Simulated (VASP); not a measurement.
# Fe (P6_3/mmc) in VASP: relaxation of cell and atoms with PBE

Aim: the relaxation of cell and atoms of Fe with PBE.

Everything below comes from runs of VASP 6.6.1. Logs are shortened: lines on timing, memory, paths and dates and some standing lists are left out, and cuts for length are marked.

## (1) The cell of the first run

It takes space group P6_3/mmc (No. 194, hexagonal). Conventional cell: a = 2.620 Å, b = 2.620 Å, c = 8.449 Å, α = 90.00°, β = 90.00°, γ = 120.00°. Fe (site symmetry -3m) has 12 Fe at 2.60 to 2.62 Å within 3.4 Å. Within 3.4 Å of Fe (site symmetry -6m2) lie 12 Fe at 2.60 to 2.62 Å.

This isn't the form of Fe at room conditions, which is bcc.

## (2) Relaxation of cell and atoms, PBE, collinear spin, ferromagnetic start

INCAR

```
SYSTEM = Fe
ALGO = Fast ; EDIFF = 1E-6
EDIFFG = -0.04 ; ENCUT = 600
GGA = PE ; IBRION = 2
ISIF = 3 ; ISMEAR = 0
ISPIN = 2 ; LASPH = .TRUE.
LCHARG = .FALSE. ; LMAXMIX = 4
LORBIT = 11 ; LREAL = .FALSE.
LWAVE = .FALSE. ; MAGMOM = 2.97 2.97 2.95 2.95
NELM = 150 ; NSW = 90
PREC = Accurate ; SIGMA = 0.1
```

KPOINTS

```
k-points
0
G
  9 9 2
  0 0 0
```

POSCAR

```
Fe
1.0
    2.6197627516      0.0000000000      0.0000000000
   -1.3098813758      2.2687810948      0.0000000000
    0.0000000000      0.0000000000      8.4492519439
Fe
4
Direct
    0.0000000000      0.0000000000      0.0000000000
    0.0000000000      0.0000000000      0.5000000000
    0.3333333333      0.6666666667      0.7500000000
    0.6666666667      0.3333333333      0.2500000000
```

Potentials or basis: VASP PAW PBE potentials, release 64 (Fe).

Run with:

```
$ cat potpaw_PBE.64/Fe/POTCAR > POTCAR
$ mpirun -np 1 vasp_std > vasp.out
```

OUTCAR:

```text
SYSTEM = Fe
   EDIFF = 1E-6
   EDIFFG = -0.04
   ENCUT = 600
   GGA = PE
   IBRION = 2
   ISIF = 3
   ISMEAR = 0
   ISPIN = 2
   LASPH = .TRUE.
   LORBIT = 11
   LREAL = .FALSE.
   NELM = 150
   NSW = 90
   PREC = Accurate

 ion  position               nearest neighbor table
   1  0.000  0.000  0.000-   3 2.60   4 2.60   4 2.60   3 2.60   4 2.60   3 2.60
   2  0.000  0.000  0.500-   3 2.60   4 2.60   4 2.60   3 2.60   4 2.60   3 2.60
   3  0.333  0.667  0.750-   1 2.60   2 2.60   1 2.60   2 2.60   1 2.60   2 2.60
   4  0.667  0.333  0.250-   1 2.60   2 2.60   1 2.60   2 2.60   1 2.60   2 2.60

  LATTYP: Found a hexagonal cell.
 ALAT       =     2.6197627516
 C/A-ratio  =     3.2251973728

  Lattice vectors:

 A1 = (   2.6197627516,   0.0000000000,   0.0000000000)
 A2 = (  -1.3098813758,   2.2687810948,   0.0000000000)
 A3 = (   0.0000000000,   0.0000000000,   8.4492519439)

Analysis of symmetry for initial positions (statically):
=====================================================================
 Subroutine PRICEL returns:
 Original cell was already a primitive cell.

 Routine SETGRP: Setting up the symmetry group for a
 hexagonal supercell.

 Subroutine GETGRP returns: Found 24 space group operations
 (whereof 12 operations were pure point group operations)
 out of a pool of 24 trial point group operations.

The static configuration has the point symmetry D_3d.
 The point group associated with its full space group is D_6h.

Analysis of symmetry for dynamics (positions and initial velocities):
=====================================================================
 Subroutine PRICEL returns:
 Original cell was already a primitive cell.

 Routine SETGRP: Setting up the symmetry group for a
 hexagonal supercell.

 Subroutine GETGRP returns: Found 24 space group operations
 (whereof 12 operations were pure point group operations)
 out of a pool of 24 trial point group operations.

The dynamic configuration has the point symmetry D_3d.
 The point group associated with its full space group is D_6h.

Analysis of structural, dynamic, and magnetic symmetry:
=====================================================================
 Subroutine PRICEL returns:
 Original cell was already a primitive cell.

 Routine SETGRP: Setting up the symmetry group for a
 hexagonal supercell.

 Subroutine GETGRP returns: Found 24 space group operations
 (whereof 12 operations were pure point group operations)
 out of a pool of 24 trial point group operations.

The overall configuration has the point symmetry D_3d.
 The point group associated with its full space group is D_6h.

 Subroutine INISYM returns: Found 24 space group operations
 (whereof 12 operations are pure point group operations),
 and found     1 'primitive' translations

[... 122 lines left out ...]
   GGA     = PE    functional components
   LHFCALC =     F    Hartree Fock is set to
   AEXX    =    0.0000 exact exchange contribution
   IVDW    =     0    specifies the selected vdW correction
   LEPSILON=     F    determine dielectric tensor
   LRPA    =     F    only Hartree local field effects (RPA)
 conjugate gradient relaxation of ions
 spin polarized calculation
 RMM-DIIS sequential band-by-band and
 Gauss-broadening in eV      SIGMA  =   0.10
  energy-cutoff  :      600.00
  volume of cell :       50.22
 maximum number of plane-waves:      1688
 NGX is ok and might be reduce to    24
   NGX = 11   NGY = 11   NGZ = 33

--------------------------------------- Ionic step        1  -------------------------------------------

 number of electron      31.9999999 magnetization      10.6104714

 Free energy of the ion-electron system (eV)
  ---------------------------------------------------
  ext. energy  EPLUGINS =         0.00000000
  ---------------------------------------------------
  free energy    TOTEN  =       -32.16540924 eV

  energy without entropy =      -32.13702896  energy(sigma->0) =      -32.15121910

------------------------ aborting loop because EDIFF is reached ----------------------------------------

  FORCE on cell =-STRESS in cart. coord.  units (eV):
  Direction    XX          YY          ZZ          XY          YZ          ZX
  --------------------------------------------------------------------------------------
  -------------------------------------------------------------------------------------
  Total       -2.5206199     -2.5206199     -0.7871460      0.0000000      0.0000000      0.0000000
  in kB      -80.4164912    -80.4164912    -25.1126791      0.0000000      0.0000000      0.0000000
  external PRESSURE =     -61.9818872 kB  Pullay stress =       0.0000000 kB
[... 295 lines left out ...]
--------------------------------------- Ionic step        9  -------------------------------------------

 number of electron      32.0000023 magnetization      10.2817310

 Free energy of the ion-electron system (eV)
  ---------------------------------------------------
  ext. energy  EPLUGINS =         0.00000000
  ---------------------------------------------------
  free energy    TOTEN  =       -32.27364896 eV

  energy without entropy =      -32.24573058  energy(sigma->0) =      -32.25968977

 E-fermi :   5.4865     XC(G=0): -12.7772

 val. band max:        5.4842550577   @ k =   0.2222   0.1111   0.0000
 cond. band min:       5.4924857431   @ k =   0.4444   0.1111   0.0000
 fundamental gap:      0.0082306855
 Fermi energy:         5.4864977766

 spin component 1

 k-point     1 :       0.0000    0.0000    0.0000
  band No.  band energies     occupation
      1      -2.8924      1.00000
      2      -0.9760      1.00000
      3      -0.9474      1.00000
      4       0.6142      1.00000
      5       2.6347      1.00000
      6       2.6989      1.00000
[... 685 lines left out ...]
     25      11.6626      0.00000
     26      11.6626      0.00000
 Fermi energy:         5.4864977766

 spin component 2

 k-point     1 :       0.0000    0.0000    0.0000
  band No.  band energies     occupation
      1      -2.6240      1.00000
      2      -0.6295      1.00000
      3      -0.6162      1.00000
      4       1.8668      1.00000
      5       4.4705      1.00000
      6       4.4944      1.00000
[... 716 lines left out ...]
  FREE ENERGIE OF THE ION-ELECTRON SYSTEM (eV)
  ---------------------------------------------------
  free  energy   TOTEN  =       -32.2736489597 eV

  energy  without entropy=      -32.2457305758  energy(sigma->0) =      -32.25968977

 reached required accuracy - stopping structural energy minimisation

 total charge

# of ion       s       p       d       tot
------------------------------------------
    1        0.475   0.490   6.204   7.168
    2        0.475   0.490   6.204   7.168
    3        0.474   0.492   6.200   7.166
    4        0.474   0.492   6.200   7.166
--------------------------------------------------
tot          1.897   1.965  24.806  28.668

 magnetization (x)

# of ion       s       p       d       tot
------------------------------------------
    1       -0.016  -0.039   2.613   2.558
    2       -0.016  -0.039   2.613   2.558
    3       -0.014  -0.041   2.621   2.565
    4       -0.014  -0.041   2.621   2.565
--------------------------------------------------
tot         -0.060  -0.161  10.467  10.246
```

CONTCAR:

```text
Fe
   1.00000000000000
     2.5237177822070191   -0.0000000000000000    0.0000000000000000
    -1.2618588911035096    2.1856037113971198   -0.0000000000000000
     0.0000000000000000   -0.0000000000000000    8.7192955301442581
  Fe
     4
Direct
     0.0000000000000000    0.0000000000000000    0.0000000000000000
     0.0000000000000000    0.0000000000000000    0.5000000000000000
     0.3333333332999970    0.6666666667000030    0.7500000000000000
     0.6666666667000030    0.3333333332999970    0.2500000000000000

  0.00000000E+00  0.00000000E+00  0.00000000E+00
  0.00000000E+00  0.00000000E+00  0.00000000E+00
  0.00000000E+00  0.00000000E+00  0.00000000E+00
  0.00000000E+00  0.00000000E+00  0.00000000E+00
```

Run time: 4.7 min. Hardware: 1 thread of Intel Xeon 6975P-C (Granite Rapids), shared host; peak memory 0.25 GiB.

Results:

* Free energy: -32.2736 eV
* Relaxed volume: 12.02 Å³/atom
* Relaxed cell: a = 2.524 Å, b = 2.524 Å, c = 8.719 Å, α = 90.00°, β = 90.00°, γ = 120.00°
* Space group after relaxing (to 0.1 Å): P6_3/mmc (No. 194)
* Energy gained by relaxing: 27.1 meV/atom
* Ionic steps: 9
* Pressure after relaxing: 0.1 GPa
* Net moment: 10.28 μB per cell
* Site moments: Fe +2.56 μB
* Valence electrons inside the program's atomic spheres: Fe 7.17

Stress tensor (GPa, compression positive):
```
0.11 0.00 0.00
0.00 0.11 0.00
0.00 0.00 0.02
```

Step by step:
| step | energy change (eV) | largest force (eV/Å) | pressure (GPa) | volume (Å³) |
| --- | --- | --- | --- | --- |
| 1 | 0.0000 | 0.0000 | -6.20 | 50.22 |
| 2 | -0.0666 | 0.0000 | 3.32 | 46.76 |
| 3 | -0.0711 | 0.0000 | 0.84 | 47.40 |
| 4 | -0.0871 | 0.0000 | 0.77 | 47.50 |
| 5 | -0.0988 | 0.0000 | 1.70 | 47.74 |
| 6 | -0.1057 | 0.0000 | 1.11 | 47.64 |
| 7 | -0.1067 | 0.0000 | 1.25 | 47.67 |
| 8 | -0.1064 | 0.0000 | -1.31 | 48.55 |
| 9 | -0.1082 | 0.0000 | 0.08 | 48.09 |

Final structure:
```
CELL_PARAMETERS angstrom
2.52372 0.00000 0.00000
-1.26186 2.18560 0.00000
0.00000 0.00000 8.71930
ATOMIC_POSITIONS crystal
Fe 0.00000 0.00000 0.00000
Fe 0.00000 0.00000 0.50000
Fe 0.33333 0.66667 0.75000
Fe 0.66667 0.33333 0.25000
```

Levels at points of the mesh, in eV from the Fermi level:
Spin up:
```csv
k point,band 19,band 20,band 21,band 22,band 23,band 24
"(0.00, 0.00, 0.00)",-1.19,-1.04,-1.04,-0.71,-0.68,-0.68
"(0.00, 0.00, 0.50)",-1.39,-1.39,-0.82,-0.82,-0.82,-0.82
```
Spin down:
```
           k point  band 6  band 7  band 8  band 9  band 10  band 11  band 12  band 13  band 14  band 15
(0.00, 0.00, 0.00)   -0.99   -0.53   -0.48    0.01     0.01     0.03     0.03     0.22     0.22     0.26
(0.00, 0.00, 0.50)   -1.01   -0.66   -0.66    0.06     0.06     0.06     0.06     0.20     0.20     0.20
```

Caveat: the k points lie up to 0.36 Å⁻¹ apart in the final cell.
